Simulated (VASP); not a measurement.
# LiCl (Fm-3m) in VASP: a series of runs

LiCl is run at these levels: PBE; tasks: single point.

All numbers are computed with VASP 6.6.1; they aren't measurements. Logs are shortened: lines on timing, memory, paths and dates and some standing lists are left out, and cuts for length are marked.

### Step 1. The cell of the first run

It takes space group Fm-3m (No. 225, cubic). Conventional cell: a = 4.719 Å, b = 4.719 Å, c = 4.719 Å, α = 90.00°, β = 90.00°, γ = 90.00°. Within 3.1 Å of Li (site symmetry m-3m) lie 6 Cl at 2.36 Å. Cl (site symmetry m-3m) has 6 Li at 2.36 Å within 3.1 Å.

### Step 2. Single point, PBE (strain -0.080 along x and y, -0.080 along z)

Input file INCAR:

```
  ALGO = Normal
  EDIFF = 1E-6
  ENCUT = 520
  GGA = PE
  ISIF = 2
  ISMEAR = 0
  LASPH = T
  LCHARG = F
  LREAL = F
  LWAVE = F
  NBANDS = 12
  NELM = 60
  PREC = Accurate
  SIGMA = 0.05
```

Input file KPOINTS:

```
k-points
0
Gamma
  8 8 8
```

Input file POSCAR:

```
LiCl
1.0
    0.0000000000      2.3595792000      2.3595792000
    2.3595792000      0.0000000000      2.3595792000
    2.3595792000      2.3595792000      0.0000000000
Li Cl
1 1
Direct
    0.0000000000      0.0000000000      0.0000000000
    0.5000000000      0.5000000000      0.5000000000
```

Potentials or basis: VASP PAW PBE potentials, release 64 (Li_sv, Cl).

Command:

```bash
> cat potpaw_PBE.64/Li_sv/POTCAR potpaw_PBE.64/Cl/POTCAR > POTCAR
> mpirun -np 1 vasp_std > vasp.out
```

OUTCAR:

```text
EDIFF = 1E-6
   ENCUT = 520
   GGA = PE
   ISIF = 2
   ISMEAR = 0
   LASPH = T
   LREAL = F
   NELM = 60
   PREC = Accurate

 ion  position               nearest neighbor table
   1  0.000  0.000  0.000-   2 2.36   2 2.36   2 2.36   2 2.36   2 2.36   2 2.36
   2  0.500  0.500  0.500-   1 2.36   1 2.36   1 2.36   1 2.36   1 2.36   1 2.36

  LATTYP: Found a face centered cubic cell.
 ALAT       =     4.7191584000

  Lattice vectors:

 A1 = (   0.0000000000,   2.3595792000,   2.3595792000)
 A2 = (   2.3595792000,   0.0000000000,   2.3595792000)
 A3 = (   2.3595792000,   2.3595792000,   0.0000000000)

Analysis of symmetry for initial positions (statically):
=====================================================================
 Subroutine PRICEL returns:
 Original cell was already a primitive cell.

 Routine SETGRP: Setting up the symmetry group for a
 face centered cubic supercell.

 Subroutine GETGRP returns: Found 48 space group operations
 (whereof 48 operations were pure point group operations)
 out of a pool of 48 trial point group operations.

The static configuration has the point symmetry O_h .

Analysis of symmetry for dynamics (positions and initial velocities):
=====================================================================
 Subroutine PRICEL returns:
 Original cell was already a primitive cell.

 Routine SETGRP: Setting up the symmetry group for a
 face centered cubic supercell.

 Subroutine GETGRP returns: Found 48 space group operations
 (whereof 48 operations were pure point group operations)
 out of a pool of 48 trial point group operations.

The dynamic configuration has the point symmetry O_h .

 Subroutine INISYM returns: Found 48 space group operations
 (whereof 48 operations are pure point group operations),
 and found     1 'primitive' translations

----------------------------------------------------------------------------------------

                                     Primitive cell

  volume of cell :      26.2745

  direct lattice vectors                    reciprocal lattice vectors
     0.000000000  2.359579200  2.359579200    -0.211902190  0.211902190  0.211902190
     2.359579200  0.000000000  2.359579200     0.211902190 -0.211902190  0.211902190
     2.359579200  2.359579200  0.000000000     0.211902190  0.211902190 -0.211902190

  length of vectors
     3.336948906  3.336948906  3.336948906     0.367025359  0.367025359  0.367025359

  position of ions in fractional coordinates (direct lattice)
     0.000000000  0.000000000  0.000000000
     0.500000000  0.500000000  0.500000000

  ion indices of the primitive-cell ions
   primitive index   ion index
                 1           1
                 2           2

----------------------------------------------------------------------------------------

 KPOINTS: k-points

Automatic generation of k-mesh.
 Grid dimensions read from file:
 generate k-points for:    8    8    8

 Generating k-lattice:

  Cartesian coordinates                     Fractional coordinates (reciprocal lattice)
    -0.026487774  0.026487774  0.026487774     0.125000000  0.000000000  0.000000000
     0.026487774 -0.026487774  0.026487774     0.000000000  0.125000000  0.000000000
     0.026487774  0.026487774 -0.026487774     0.000000000  0.000000000  0.125000000

  Length of vectors
     0.045878170  0.045878170  0.045878170

  Shift w.r.t. Gamma in fractional coordinates (k-lattice)
     0.000000000  0.000000000  0.000000000

 Subroutine IBZKPT returns following result:
 ===========================================

 Found     29 irreducible k-points:

 Following reciprocal coordinates:
            Coordinates               Weight
  0.000000  0.000000  0.000000      1.000000
  0.125000  0.000000  0.000000      8.000000
  0.250000  0.000000  0.000000      8.000000
  0.375000  0.000000  0.000000      8.000000
  0.500000  0.000000  0.000000      4.000000
  0.125000  0.125000  0.000000      6.000000
[... 16 lines left out ...]
  0.500000  0.250000  0.125000     48.000000
 -0.375000  0.250000  0.125000     24.000000
 [... further k-points ...]
   k-points           NKPTS =     29   k-points in BZ     NKDIM =     29   number of bands    NBANDS=     12
   number of dos      NEDOS =    301   number of ions     NIONS =      2
   total plane-waves  NPLWV =  21952
   dimension x,y,z NGX =    28 NGY =   28 NGZ =   28
   dimension x,y,z NGXF=    56 NGYF=   56 NGZF=   56
   ions per type =               1   1
   NGX,Y,Z   is equivalent  to a cutoff of  13.95, 13.95, 13.95 a.u.
   NGXF,Y,Z  is equivalent  to a cutoff of  27.90, 27.90, 27.90 a.u.
 SYSTEM =  unknown system
   PREC   = accura    normal or accurate (medium, high low for compatibility)
   ISTART =      0    job   : 0-new  1-cont  2-samecut
   ICHARG =      2    charge: 1-file 2-atom 10-const
   ISPIN  =      1    spin polarized calculation?
   LNONCOLLINEAR =      F non collinear calculations
   LSORBIT =      F    spin-orbit coupling
   LASPH  =      T    aspherical Exc in radial PAW
   ENCUT  =  520.0 eV  38.22 Ry    6.18 a.u.   6.20  6.20  6.20*2*pi/ulx,y,z
   NELM   =     60;   NELMIN=  2; NELMDL= -5     # of ELM steps
   EDIFF  = 0.1E-05   stopping-criterion for ELM
   LREAL  =      F    real-space projection
   EDIFFG = 0.1E-04   stopping-criterion for IOM
   NSW    =      0    number of steps for IOM
   IBRION =     -1    ionic relax: 0-MD 1-quasi-New 2-CG
   NFREE  =      0    steps in history (QN), initial steepest desc. (CG)
   ISIF   =      2    stress and relaxation
   ISYM   =      2    0-nonsym 1-usesym 2-fastsym
   POTIM  = 0.5000    time-step for ionic-motion
   TEBEG  =    0.0;   TEEND  =   0.0 temperature during run
   PSTRESS=    0.0 pullay stress
   NELECT =      10.0000    total number of electrons
   NUPDOWN=      -1.0000    fix difference up-down
   EMIN   =  10.00;   EMAX   =-10.00  energy-range for DOS
   EFERMI =   0.00;   METHOD = LEGACY
   ISMEAR =     0;   SIGMA  =   0.05  broadening in eV -4-tet -1-fermi 0-gaus
   EFERMI_NEDOS =   21; number of points for ismear=-14 and -15
   IALGO  =     38    algorithm
   IMIX   =      4    mixing-type and parameters
     AMIX     =   0.40;   BMIX     =  1.00
     AMIX_MAG =   1.60;   BMIX_MAG =  1.00
  volume/ion in A,a.u.               =      13.14        88.65
  Fermi-wavevector in a.u.,A,eV,Ry     =   1.186398  2.241966 19.150736  1.407539
  Thomas-Fermi vector in A             =   2.322571
   LORBIT       =      0    0 simple, 1 ext, 2 COOP (PROOUT), +10 PAW based schemes
   GGA     = PE    functional components
   LHFCALC =     F    Hartree Fock is set to
   AEXX    =    0.0000 exact exchange contribution
   IVDW    =     0    specifies the selected vdW correction
   LEPSILON=     F    determine dielectric tensor
   LRPA    =     F    only Hartree local field effects (RPA)
 non-spin polarized calculation
 Gauss-broadening in eV      SIGMA  =   0.05
  energy-cutoff  :      520.00
  volume of cell :       26.27
 maximum number of plane-waves:       725
 NGX is ok and might be reduce to    28
   NGX = 13   NGY = 13   NGZ = 13

 number of electron      10.0000000 magnetization

 number of electron       9.9999995 magnetization

 Free energy of the ion-electron system (eV)
  ---------------------------------------------------
  ext. energy  EPLUGINS =         0.00000000
  ---------------------------------------------------
  free energy    TOTEN  =        -7.10167580 eV

  energy without entropy =       -7.10167580  energy(sigma->0) =       -7.10167580

 E-fermi :   3.1044     XC(G=0):  -9.8563

 val. band max:        2.7803935260   @ k =   0.0000   0.0000   0.0000
 cond. band min:       9.7577595516   @ k =   0.5000   0.0000   0.0000
 fundamental gap:      6.9773660256
 Fermi energy:         3.1043507071

 k-point     1 :       0.0000    0.0000    0.0000
  band No.  band energies     occupation
      1     -40.4844      2.00000
      2     -11.6990      2.00000
      3       2.7804      2.00000
      4       2.7804      2.00000
      5       2.7804      2.00000
      6      10.8624      0.00000
      7      14.8200      0.00000
      8      14.8200      0.00000
      9      14.8200      0.00000
     10      18.0372      0.00000
     11      18.0372      0.00000
     12      18.8106      0.00000

 k-point     2 :       0.1250    0.0000    0.0000
  band No.  band energies     occupation
      1     -40.4828      2.00000
      2     -11.5771      2.00000
      3       2.0534      2.00000
      4       2.7160      2.00000
      5       2.7160      2.00000
      6      11.2542      0.00000
      7      14.2143      0.00000
      8      14.8740      0.00000
      9      14.8740      0.00000
     10      16.4391      0.00000
     11      16.4391      0.00000
     12      19.3021      0.00000

 k-point     3 :       0.2500    0.0000    0.0000
  band No.  band energies     occupation
      1     -40.4794      2.00000
      2     -11.2574      2.00000
      3       0.5785      2.00000
      4       2.5721      2.00000
      5       2.5721      2.00000
      6      10.8642      0.00000
      7      13.6881      0.00000
      8      13.6881      0.00000
      9      15.1042      0.00000
     10      17.3020      0.00000
     11      17.3020      0.00000
     12      20.0536      0.00000
[... 286 lines left out ...]
 k-point    23 :       0.5000    0.2500    0.1250
  band No.  band energies     occupation
      1     -40.4741      2.00000
      2     -10.6550      2.00000
      3      -0.5098      2.00000
      4       0.9281      2.00000
      5       2.0242      2.00000
      6      11.7649      0.00000
      7      12.4396      0.00000
      8      13.6585      0.00000
      9      15.5435      0.00000
     10      18.4833      0.00000
     11      21.8629      0.00000
     12      22.5064      0.00000

 k-point    24 :      -0.3750    0.2500    0.1250
  band No.  band energies     occupation
      1     -40.4730      2.00000
      2     -10.5056      2.00000
      3      -0.8855      2.00000
      4       0.7984      2.00000
      5       1.8935      2.00000
      6      11.4682      0.00000
      7      12.4178      0.00000
      8      13.8787      0.00000
      9      16.1494      0.00000
     10      19.4948      0.00000
     11      20.8720      0.00000
     12      22.6909      0.00000

 [... further k-points ...]

------------------------ aborting loop because EDIFF is reached ----------------------------------------

  FORCE on cell =-STRESS in cart. coord.  units (eV):
  Direction    XX          YY          ZZ          XY          YZ          ZX
  --------------------------------------------------------------------------------------
  -------------------------------------------------------------------------------------
  Total        2.3747987      2.3747987      2.3747987      0.0000000      0.0000000      0.0000000
  in kB      144.8117203    144.8117203    144.8117203      0.0000000      0.0000000      0.0000000
  external PRESSURE =     144.8117203 kB  Pullay stress =       0.0000000 kB

 VOLUME and BASIS-vectors are now :
 -----------------------------------------------------------------------------
  energy-cutoff  :      520.00
  volume of cell :       26.27
      direct lattice vectors                 reciprocal lattice vectors
     0.000000000  2.359579200  2.359579200    -0.211902190  0.211902190  0.211902190
     2.359579200  0.000000000  2.359579200     0.211902190 -0.211902190  0.211902190
     2.359579200  2.359579200  0.000000000     0.211902190  0.211902190 -0.211902190

 POSITION                                       TOTAL-FORCE (eV/Angst)
 -----------------------------------------------------------------------------------
      0.00000      0.00000      0.00000        -0.000000      0.000000     -0.000000
      2.35958      2.35958      2.35958         0.000000     -0.000000      0.000000
 -----------------------------------------------------------------------------------
    total drift:                                0.000000      0.000000      0.000000

  FREE ENERGIE OF THE ION-ELECTRON SYSTEM (eV)
  ---------------------------------------------------
  free  energy   TOTEN  =        -7.1016758022 eV

  energy  without entropy=       -7.1016758022  energy(sigma->0) =       -7.10167580
```

It took 14 s on 1 thread of Intel Xeon Platinum 8375C at 2.90GHz (Ice Lake), shared host; peak memory 0.14 GiB.

What came out:

```yaml
Free_energy: -7.1017 eV
Band_gap_on_the_k_mesh: 6.98 eV (least direct gap 7.36 eV)
```

Caveat: the cell differs from its parent crystal (strain -0.080 along x and y, -0.080 along z); the cutoff is under 1.25 times the usual one of these potentials, so pressure, stress and relaxed cells hold a basis-set (Pulay) error. A k mesh can miss the band edges.

### Step 3. Single point, PBE (strain -0.040 along x and y, -0.040 along z)

Input file INCAR:

```
SYSTEM = LiCl
ALGO = Normal
EDIFF = 1E-6
ENCUT = 520
GGA = PE
ISIF = 2
ISMEAR = 0
LASPH = .True.
LCHARG = .False.
LREAL = .False.
LWAVE = .False.
NBANDS = 12
NELM = 100
PREC = Accurate
SIGMA = 0.05
```

Input file KPOINTS:

```
k-points
0
Gamma
  8 8 8
  0 0 0
```

Input file POSCAR:

```
LiCl
1.0
    0.0000000000      2.4621696000      2.4621696000
    2.4621696000      0.0000000000      2.4621696000
    2.4621696000      2.4621696000      0.0000000000
Li Cl
1 1
Direct
    0.0000000000      0.0000000000      0.0000000000
    0.5000000000      0.5000000000      0.5000000000
```

Potentials or basis: VASP PAW PBE potentials, release 64 (Li_sv, Cl).

Command:

```bash
> cat potpaw_PBE.64/Li_sv/POTCAR potpaw_PBE.64/Cl/POTCAR > POTCAR
> mpirun -np 1 vasp_std > vasp.out
```

OUTCAR:

```text
SYSTEM = LiCl
   EDIFF = 1E-6
   ENCUT = 520
   GGA = PE
   ISIF = 2
   ISMEAR = 0
   LASPH = .True.
   LREAL = .False.
   NELM = 100
   PREC = Accurate

 ion  position               nearest neighbor table
   1  0.000  0.000  0.000-   2 2.46   2 2.46   2 2.46   2 2.46   2 2.46   2 2.46
   2  0.500  0.500  0.500-   1 2.46   1 2.46   1 2.46   1 2.46   1 2.46   1 2.46

  LATTYP: Found a face centered cubic cell.
 ALAT       =     4.9243392000

  Lattice vectors:

 A1 = (   0.0000000000,   2.4621696000,   2.4621696000)
 A2 = (   2.4621696000,   0.0000000000,   2.4621696000)
 A3 = (   2.4621696000,   2.4621696000,   0.0000000000)

Analysis of symmetry for initial positions (statically):
=====================================================================
 Subroutine PRICEL returns:
 Original cell was already a primitive cell.

 Routine SETGRP: Setting up the symmetry group for a
 face centered cubic supercell.

 Subroutine GETGRP returns: Found 48 space group operations
 (whereof 48 operations were pure point group operations)
 out of a pool of 48 trial point group operations.

The static configuration has the point symmetry O_h .

Analysis of symmetry for dynamics (positions and initial velocities):
=====================================================================
 Subroutine PRICEL returns:
 Original cell was already a primitive cell.

 Routine SETGRP: Setting up the symmetry group for a
 face centered cubic supercell.

 Subroutine GETGRP returns: Found 48 space group operations
 (whereof 48 operations were pure point group operations)
 out of a pool of 48 trial point group operations.

The dynamic configuration has the point symmetry O_h .

 Subroutine INISYM returns: Found 48 space group operations
 (whereof 48 operations are pure point group operations),
 and found     1 'primitive' translations

----------------------------------------------------------------------------------------

                                     Primitive cell
[... 121 lines left out ...]
   LRPA    =     F    only Hartree local field effects (RPA)
 non-spin polarized calculation
 Gauss-broadening in eV      SIGMA  =   0.05
  energy-cutoff  :      520.00
  volume of cell :       29.85
 maximum number of plane-waves:       821
 NGX is ok and might be reduce to    28
   NGX = 13   NGY = 13   NGZ = 13

 number of electron      10.0000000 magnetization

 number of electron       9.9999997 magnetization

 Free energy of the ion-electron system (eV)
  ---------------------------------------------------
  ext. energy  EPLUGINS =         0.00000000
  ---------------------------------------------------
  free energy    TOTEN  =        -7.31867220 eV

  energy without entropy =       -7.31867220  energy(sigma->0) =       -7.31867220

 E-fermi :   1.8661     XC(G=0):  -9.2707

 val. band max:        1.5728378075   @ k =   0.0000   0.0000   0.0000
 cond. band min:       8.4501101797   @ k =   0.5000   0.0000   0.0000
 fundamental gap:      6.8772723722
 Fermi energy:         1.8661332576

 k-point     1 :       0.0000    0.0000    0.0000
  band No.  band energies     occupation
      1     -41.7747      2.00000
      2     -12.3002      2.00000
      3       1.5728      2.00000
      4       1.5728      2.00000
      5       1.5728      2.00000
      6       8.6867      0.00000
      7      13.5899      0.00000
      8      13.5899      0.00000
      9      13.5899      0.00000
     10      16.5213      0.00000
     11      16.5213      0.00000
     12      16.8413      0.00000
[... 331 lines left out ...]
 k-point    24 :      -0.3750    0.2500    0.1250
  band No.  band energies     occupation
      1     -41.7686      2.00000
      2     -11.3922      2.00000
      3      -1.4753      2.00000
      4      -0.0315      2.00000
      5       0.8591      2.00000
      6      10.0381      0.00000
      7      11.0765      0.00000
      8      12.3990      0.00000
      9      14.1364      0.00000
     10      17.6907      0.00000
     11      18.5875      0.00000
     12      20.5640      0.00000

 [... further k-points ...]

------------------------ aborting loop because EDIFF is reached ----------------------------------------

  FORCE on cell =-STRESS in cart. coord.  units (eV):
  Direction    XX          YY          ZZ          XY          YZ          ZX
  --------------------------------------------------------------------------------------
  -------------------------------------------------------------------------------------
  Total        1.0396869      1.0396869      1.0396869     -0.0000000     -0.0000000      0.0000000
  in kB       55.7993686     55.7993686     55.7993686     -0.0000000     -0.0000000      0.0000000
  external PRESSURE =      55.7993686 kB  Pullay stress =       0.0000000 kB

 VOLUME and BASIS-vectors are now :
 -----------------------------------------------------------------------------
  energy-cutoff  :      520.00
  volume of cell :       29.85
      direct lattice vectors                 reciprocal lattice vectors
     0.000000000  2.462169600  2.462169600    -0.203072932  0.203072932  0.203072932
     2.462169600  0.000000000  2.462169600     0.203072932 -0.203072932  0.203072932
     2.462169600  2.462169600  0.000000000     0.203072932  0.203072932 -0.203072932

 POSITION                                       TOTAL-FORCE (eV/Angst)
 -----------------------------------------------------------------------------------
      0.00000      0.00000      0.00000        -0.000000     -0.000000      0.000000
      2.46217      2.46217      2.46217         0.000000      0.000000     -0.000000
 -----------------------------------------------------------------------------------
    total drift:                                0.000000      0.000000      0.000000

  FREE ENERGIE OF THE ION-ELECTRON SYSTEM (eV)
  ---------------------------------------------------
  free  energy   TOTEN  =        -7.3186721954 eV

  energy  without entropy=       -7.3186721954  energy(sigma->0) =       -7.31867220
```

Wall time 14 s (1 thread of Intel Xeon Platinum 8375C at 2.90GHz (Ice Lake), shared host); peak memory 0.14 GiB.

What came out:

```
Free energy            : -7.3187 eV
Band gap on the k mesh : 6.88 eV (least direct gap 7.11 eV)
```

Caveat: the cell differs from its parent crystal (strain -0.040 along x and y, -0.040 along z); the cutoff is under 1.25 times the usual one of these potentials, so pressure, stress and relaxed cells hold a basis-set (Pulay) error.

[end of part 1 of 2]
